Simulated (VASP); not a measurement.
Runs of VASP 6.6.1 on PIr2. The structure is that of space group Fm-3m (No. 225), or close to it. The cells are those of the table. 

```csv
cell,gap on the mesh (eV),pressure (GPa)
"a = 4.016 Å, angles 60.0°, 3 atoms",none,-22.2
"a = 3.861 Å, angles 60.0°, 3 atoms",none,(a)
"a = 3.807 Å, angles 60.0°, 3 atoms",none,(b)
"a = 3.914 Å, angles 60.0°, 3 atoms",none,-3.0
"a = 3.965 Å, angles 60.0°, 3 atoms",none,-13.7
```

Alike in all rows: task single point; level LDA; potentials or basis VASP PAW LDA potentials, release 64 (P, Ir); no spin polarisation; k mesh 9 × 9 × 9; cutoff (eV) 520; smearing methfessel-paxton 0.1 eV.

Question: Fill in the values left out.

Answer: (a) 10.6; (b) 28.0.

Caveats: spin-orbit coupling is left out, which moves the levels of the heavy elements.

A k mesh can miss the band edges, and the runs leave out spin-orbit coupling on Ir.

A gap of «none» marks levels without a gap at the run's occupations.
